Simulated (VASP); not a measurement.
Ir:

```
CELL_PARAMETERS angstrom
0.00000 1.91560 1.91560
1.91560 0.00000 1.91560
1.91560 1.91560 0.00000
ATOMIC_POSITIONS crystal
Ir 0.00000 0.00000 0.00000
```

```yaml
Program: VASP 6.6.1
Task: relaxation of volume and atoms at fixed shape
Functional: r2SCAN
Potentials_or_basis: VASP PAW PBE potentials, release 64 (Ir)
Cutoff: 600 eV
k_mesh: 21 × 21 × 21
Occupations: gaussian, width 0.05 eV
Spin: no spin polarisation
```

At the start: pressure 6.6 GPa; volume 14.06 Å³/atom.

Problem. How do energy, volume and symmetry change on relaxing?

Solution. Over 4 steps the energy falls by 4.8 meV/atom and the volume is 14.30 Å³/atom (+1.7 %); space group Fm-3m (No. 225, to 0.1 Å) before and after.

Step by step:
| step | energy change (eV) | largest force (eV/Å) | pressure (GPa) | volume (Å³) |
| --- | --- | --- | --- | --- |
| 1 | 0.0000 | 0.0000 | 6.62 | 14.06 |
| 2 | 0.0641 | 0.0000 | -21.04 | 15.27 |
| 3 | -0.0048 | 0.0000 | -0.18 | 14.30 |
| 4 | -0.0048 | 0.0000 | 0.00 | 14.30 |

Final structure:
```xyz
1
Lattice="0.0000 1.9263 1.9263 1.9263 0.0000 1.9263 1.9263 1.9263 0.0000" Properties=species:S:1:pos:R:3 pbc="T T T"
Ir    0.0000    0.0000    0.0000
```

Caveat: the PAW data sets were made with another functional, which shifts forces and pressure a little.
